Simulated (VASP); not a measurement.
A run of VASP 6.6.1:

Contents of INCAR:

```
SYSTEM = Si16Ge
ALGO = Normal
EDIFF = 1E-6
ENCUT = 520
GGA = PE
ISIF = 2
ISMEAR = 0
LASPH = .TRUE.
LCHARG = .FALSE.
LREAL = Auto
LWAVE = .FALSE.
NBANDS = 53
NELM = 60
PREC = Accurate
SIGMA = 0.02
```

File KPOINTS:

```
k-points
0
G
  2 2 2
  0 0 0
```

POSCAR

```
Si16Ge
1.0
    0.0000000000      5.4300000000      5.4300000000
    5.4300000000      0.0000000000      5.4300000000
    5.4300000000      5.4300000000      0.0000000000
Si Ge
16 1
Direct
   -0.0027987699     -0.0020015702      0.0182681165
    0.1126544628      0.1133800651      0.1593670534
    0.0226442989      0.0237939014      0.5228734803
    0.1494029774      0.1505156137      0.6496460248
   -0.0349695628      0.5121847682      0.0118483937
    0.1058694860      0.6278582366      0.1272577392
   -0.0028059827      0.5192087472      0.4973410945
    0.1127819199      0.6601251901      0.6127209638
    0.5114535629     -0.0339500700      0.0118276474
    0.6270126486      0.1071038911      0.1272012041
    0.5180374054     -0.0019647792      0.4973852087
    0.6591357135      0.1135289490      0.6127428648
    0.4745863447      0.4757585843     -0.0251645878
    0.6013492143      0.6025316792      0.1016257283
    0.5116127085      0.5123290341      0.4652400876
    0.6270845427      0.6278736073      0.6061591049
    0.3119265598      0.3128116621      0.8121210458
```

Potentials or basis: VASP PAW PBE potentials, release 64 (Si, Ge_d).

Launch:

```bash
$ cat potpaw_PBE.64/Si/POTCAR potpaw_PBE.64/Ge_d/POTCAR > POTCAR
$ mpirun -np 1 vasp_std > vasp.out
```

Hardware: 1 thread of Intel Xeon 8259CL, on a shared host.

**Question.** Estimate the wall time of this run.

**Answer.** It took 4.8 min on 1 thread of Intel Xeon 8259CL, on a shared host, peak memory 0.5 GiB. Counts: scf iterations 14, k points 8.
